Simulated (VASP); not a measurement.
Wanted: the native input for a VASP 6.6.1 run.

```
Task                   : single point
Functional             : PBE
Potentials or basis    : VASP PAW PBE potentials, release 64 (Ti_sv, Te)
Cutoff                 : 500 eV
k mesh                 : 6 × 6 × 6
Occupations            : fermi-dirac, width 0.02 eV
Spin                   : collinear spin
Starting moments       : [0.05, 0.0, 0.0] μB
Dipole correction      : no
Further INCAR settings : ALGO = Normal; EDIFF = 1e-06; NBANDS = 23
```

The structure of TiTe2 lies in POSCAR:

```
TiTe2
1.0
    1.8800618742      1.0854542292      6.8151508202
   -1.8800618742      1.0854542292      6.8151508202
    0.0000000000     -2.1709084583      6.8151508202
Ti Te
1 2
Direct
   -0.0003050365     -0.0003050365     -0.0003050365
    0.4191340035      0.4191340035      0.4191340035
    0.2478376996      0.2478376996      0.2478376996
```

The input as run:

INCAR

```
SYSTEM = TiTe2
PREC = Accurate ; ENCUT = 500
EDIFF = 1E-6 ; ISMEAR = -1
SIGMA = 0.02 ; LREAL = .False.
LASPH = .True. ; NELM = 200
ALGO = Normal ; ISIF = 2
LWAVE = .False. ; LCHARG = .False.
ISPIN = 2 ; MAGMOM = 0.05 0 0
LORBIT = 11 ; LMAXMIX = 4
GGA = PE ; NBANDS = 23
GGA_COMPAT = .False.
```

KPOINTS

```
regular mesh
0
Gamma
  6 6 6
  0 0 0
```

Potentials or basis: VASP PAW PBE potentials, release 64 (Ti_sv, Te).

Command:

```bash
$ cat potpaw_PBE.64/Ti_sv/POTCAR potpaw_PBE.64/Te/POTCAR > POTCAR
$ mpirun -np 1 vasp_std > vasp.out
```

Results of the run:

| Property | Result |
| --- | --- |
| Pressure | 1.0 GPa |
| Largest force | 0.149 eV/Å |
| Band gap on the k mesh | zero (filled and empty bands overlap) |
| Net moment | 0.02 μB per cell |
| Valence electrons inside the program's atomic spheres | Ti 10.16; Te 3.42 |

Caveat: spin-orbit coupling is left out, which moves the levels of the heavy elements.

Run time: 5.1 min on 1 thread of AMD EPYC 9R45 96-Core Processor (Zen 5) (shared host), peak memory 0.5 GiB.
